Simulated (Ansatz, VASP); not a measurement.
## ZrO2 in VASP and in Ansatz

```
Zr O
1.0
    -3.62099    3.62099    5.28244
     3.62099   -3.62099    5.28244
     3.62099    3.62099   -5.28244
Zr O
8 16
Direct
  0.00000 0.00000 0.00000
  0.00000 0.50000 0.50000
  0.50000 0.00000 0.50000
  0.50000 0.50000 0.00000
  0.00000 0.00000 0.50000
  0.00000 0.50000 0.00000
  0.50000 0.00000 0.00000
  0.50000 0.50000 0.50000
  0.40360 0.15360 0.25000
  0.40360 0.65360 0.75000
  0.90360 0.15360 0.75000
  0.90360 0.65360 0.25000
  0.15360 0.40360 0.75000
  0.15360 0.90360 0.25000
  0.65360 0.40360 0.25000
  0.65360 0.90360 0.75000
  0.34640 0.09640 0.75000
  0.34640 0.59640 0.25000
  0.84640 0.09640 0.25000
  0.84640 0.59640 0.75000
  0.09640 0.34640 0.25000
  0.09640 0.84640 0.75000
  0.59640 0.34640 0.75000
  0.59640 0.84640 0.25000
```

Alike in both runs: task single point; functional PBE; k mesh 1 × 1 × 1; no spin polarisation.

|  | VASP | Ansatz |
| --- | --- | --- |
| version | VASP 6.6.1 | Ansatz 0.2.0 |
| potentials or method | VASP PAW PBE potentials, release 64 (Zr_sv, O), cutoff 600 eV | plane-wave PAW DFT |
| occupations | gaussian, width 0.01 eV | fixed |
| valence electrons in the cell | 192 | 192 |

VASP gave:

| Item | Value |
| --- | --- |
| rms of the force components (eV/Å) | 0.136 |

**Question.** What did Ansatz give for the same quantities?

**Answer.** rms of the force components (eV/Å): 0.145.

Atom by atom the forces differ by 0.010 eV/Å (rms over components).

The k mesh is coarse, so the values compare programs but aren't converged.
